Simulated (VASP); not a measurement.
Here is a VASP 6.6.1 calculation.

The input INCAR:

```
SYSTEM = SiGe5C6
ALGO = Normal
EDIFF = 1E-7
EDIFFG = -0.04
ENCUT = 600
GGA = PE
GGA_COMPAT = .FALSE.
IBRION = 2
ISIF = 3
ISMEAR = 0
LASPH = .TRUE.
LCHARG = .FALSE.
LREAL = .FALSE.
LWAVE = .FALSE.
NELM = 120
NELMIN = 4
NSW = 90
PREC = Accurate
SIGMA = 0.1
```

KPOINTS

```
k-points
0
G
  6 6 1
  0 0 0
```

POSCAR

```
SiGe5C6
1.0
    3.5359877800      0.0000000000      0.0000000000
   -1.7679938900      3.0622552400      0.0000000000
    0.0000000000      0.0000000000     17.4086567500
Si Ge C
1 5 6
Direct
    0.6666666700      0.3333333300      0.5000000000
    0.3333333300      0.6666666700      0.0000000000
    0.3333333300      0.6666666700      0.3333333300
    0.3333333300      0.6666666700      0.6666666700
    0.6666666700      0.3333333300      0.1666666700
    0.6666666700      0.3333333300      0.8333333300
    0.3333333300      0.6666666700      0.1283333300
    0.3333333300      0.6666666700      0.4616666600
    0.3333333300      0.6666666700      0.7950000000
    0.6666666700      0.3333333300      0.2950000000
    0.6666666700      0.3333333300      0.6283333300
    0.6666666700      0.3333333300      0.9616666600
```

Potentials or basis: VASP PAW PBE potentials, release 64 (Si, Ge_d, C).

Run with:

```bash
$ cat potpaw_PBE.64/Si/POTCAR potpaw_PBE.64/Ge_d/POTCAR potpaw_PBE.64/C/POTCAR > POTCAR
$ mpirun -np 1 vasp_std > vasp.out
```

(1) Estimate the band gap on the k mesh.

(2) Predict the space group after relaxing (to 0.1 Å).

## Answers

(1) 2.14 eV (least direct gap 3.02 eV).

(2) P3m1 (No. 156).
